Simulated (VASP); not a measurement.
# InSb: relaxation of cell and atoms with PBEsol

InSb:

```
In Sb
1.0
     0.00000    3.23910    3.23910
     3.23910    0.00000    3.23910
     3.23910    3.23910    0.00000
In Sb
1 1
Direct
  0.00000 0.00000 0.00000
  0.25000 0.25000 0.25000
```

| Item | Value |
| --- | --- |
| Program | VASP 6.6.1 |
| Task | relaxation of cell and atoms |
| Functional | PBEsol |
| Potentials or basis | VASP PAW PBE potentials, release 64 (In_d, Sb) |
| Cutoff | 600 eV |
| k mesh | 12 × 12 × 12 |
| Occupations | gaussian, width 0.1 eV |
| Spin | no spin polarisation |
| Dipole correction | no |
| Further INCAR settings | ALGO = Normal; EDIFF = 1e-06; IBRION = 2; EDIFFG = -0.005; NSW = 100; ISIF = 3 |

```json
{
  "Relaxed volume": "34.65 Å³/atom",
  "Relaxed cell": "a = 4.611 Å, b = 4.611 Å, c = 4.611 Å, α = 60.00°, β = 60.00°, γ = 60.00°",
  "Space group after relaxing (to 0.1 Å)": "F-43m (No. 216)",
  "Energy gained by relaxing": "1.8 meV/atom",
  "Ionic steps": "3",
  "Pressure after relaxing": "0.0 GPa",
  "Band gap on the k mesh": "zero (filled and empty bands touch)"
}
```

The path:
```csv
step,energy change (eV),largest force (eV/Å),pressure (GPa),volume (Å³)
1,0.0000,0.0000,0.88,67.97
2,-0.0031,0.0000,-0.31,69.81
3,-0.0036,0.0000,-0.01,69.31
```

Final structure:
```cif
data_structure
_symmetry_space_group_name_H-M 'P 1'
_symmetry_Int_Tables_number 1
_cell_length_a 4.6107
_cell_length_b 4.6107
_cell_length_c 4.6107
_cell_angle_alpha 60.000
_cell_angle_beta 60.000
_cell_angle_gamma 60.000
_cell_volume 69.31
loop_
_atom_site_label
_atom_site_type_symbol
_atom_site_fract_x
_atom_site_fract_y
_atom_site_fract_z
_atom_site_occupancy
In1 In 0.00000 0.00000 0.00000 1
Sb1 Sb 0.25000 0.25000 0.25000 1
```

Levels at points of the mesh, in eV from the Fermi level:
```tsv
k point	band 6	band 7	band 8	band 9	band 10	band 11	band 12	band 13
(0.00, 0.00, 0.00)	-10.68	-0.43	-0.06	-0.06	-0.06	2.88	2.88	2.88
(0.50, 0.00, 0.00)	-9.36	-5.62	-1.04	-1.04	0.38	3.72	3.72	5.91
(0.50, 0.50, 0.00)	-8.77	-5.92	-2.27	-2.27	1.22	1.24	7.95	7.95
```

It took 3.5 min on 1 thread of Intel Xeon 8259CL (shared host), peak memory 0.3 GiB.

Caveat: semilocal functionals underestimate gaps, so a narrow gap can read as zero; the PAW data sets were made with another functional, which shifts forces and pressure a little; spin-orbit coupling is left out, which moves the levels of the heavy elements. Zero-point motion and thermal expansion aren't in these numbers.
